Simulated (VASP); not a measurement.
Au: single point with LDA

Au:

```
Au
1.0
     0.00000    2.03500    2.03500
     2.03500    0.00000    2.03500
     2.03500    2.03500    0.00000
Au
1
Direct
  0.00000 0.00000 0.00000
```

- Program: VASP 6.6.1
- Task: single point
- Functional: LDA
- Potentials or basis: VASP PAW LDA potentials, release 64 (Au_sv_GW)
- Cutoff: 540 eV
- k mesh: 11 × 11 × 11
- Occupations: fermi-dirac, width 0.05 eV
- Spin: non-collinear spin, zero start, spin-orbit coupling
- Starting moments: [[0.0, 0.0, 0.0]] μB

| Property | Result |
| --- | --- |
| Pressure | -2.9 GPa |
| Net moment | 0.00 μB per cell |
| Valence electrons inside the program's atomic spheres | Au 17.47 |

Moments on the atoms (μB; x, y, z):
```
Au  0.00 0.00 0.00
```

Run time: 2 min on 1 thread of AMD EPYC 7R43 64-Core Processor (Zen 3) (shared host), peak memory 0.17 GiB.
